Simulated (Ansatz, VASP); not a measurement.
**Bi in VASP and in Ansatz**

Contents of POSCAR:

```
Bi
1.0
    3.5700970611      0.0000000000      0.0000000000
   -1.7850485306      3.0917947489      0.0000000000
    0.0000000000      0.0000000000      5.8738159939
Bi
2
Direct
    0.3333333333      0.6666666667      0.2500000000
    0.6666666667      0.3333333333      0.7500000000
```

INCAR.step1

```
SYSTEM = Bi
PREC = Accurate ; ENCUT = 520
ISMEAR = -1 ; SIGMA = 0.1
LREAL = .False. ; LASPH = .True.
NELM = 100 ; NBANDS = 22
GGA = PE ; ALGO = Normal
EDIFF = 1E-4 ; LWAVE = .True.
LCHARG = .False.
```

INCAR.step2

```
SYSTEM = Bi
PREC = Accurate ; ENCUT = 520
EDIFF = 1E-6 ; ISMEAR = -1
SIGMA = 0.1 ; LREAL = .False.
LASPH = .True. ; NELM = 100
ALGO = Normal ; ISIF = 2
LWAVE = .False. ; LCHARG = .False.
METAGGA = R2SCAN ; LMIXTAU = .True.
NBANDS = 22 ; ISTART = 1
```

File KPOINTS:

```
Automatic mesh
0
Gamma
  12 12 6
  0 0 0
```

Input for Ansatz:

```yaml
crystal:
  lattice:
    - [3.5700970611, 0.0, 0.0]
    - [-1.7850485306, 3.0917947489, 0.0]
    - [0.0, 0.0, 5.8738159939]
  atoms:
    - { symbol: Bi, position: [0.3333333333, 0.6666666667, 0.25] }
    - { symbol: Bi, position: [0.6666666667, 0.3333333333, 0.75] }
hamiltonian:
  xc: r2scan
  pseudopotentials:
    kind: paw
    azcp:
      Bi: "pseudopotentials/Bi.paw.azcp"
basis:
  ecutwfc: 500
  fft_grid_basis: typed
kpoints:
  mp_grid: { grid: [12, 12, 6], shift: [0, 0, 0] }
magnetization:
  spin_polarized: false
scf:
  occupations: { method: fermi_dirac, width: 0.1 }
  lower_state_search: "off"
output:
  stress: true
```

Alike in both runs: task single point; functional r2SCAN; k mesh 12 × 12 × 6; occupations fermi-dirac, width 0.1 eV; no spin polarisation.

```csv
,VASP,Ansatz
version,VASP 6.6.1,Ansatz 0.2.0
potentials or method,"VASP PAW PBE potentials, release 64 (Bi_d), cutoff 520 eV","plane waves (500 eV) with PAW, scalar-relativistic"
valence electrons in the cell,30,30
```

```csv
,VASP,Ansatz,Ansatz less VASP
pressure (GPa),-2.1,-2.1,+0.04
"traceless stress, the component that is largest in VASP (GPa)",0.66,0.66,-0.008
```

VASP's potentials were made for PBE, not for r2SCAN.

Neither program's run includes spin-orbit coupling.
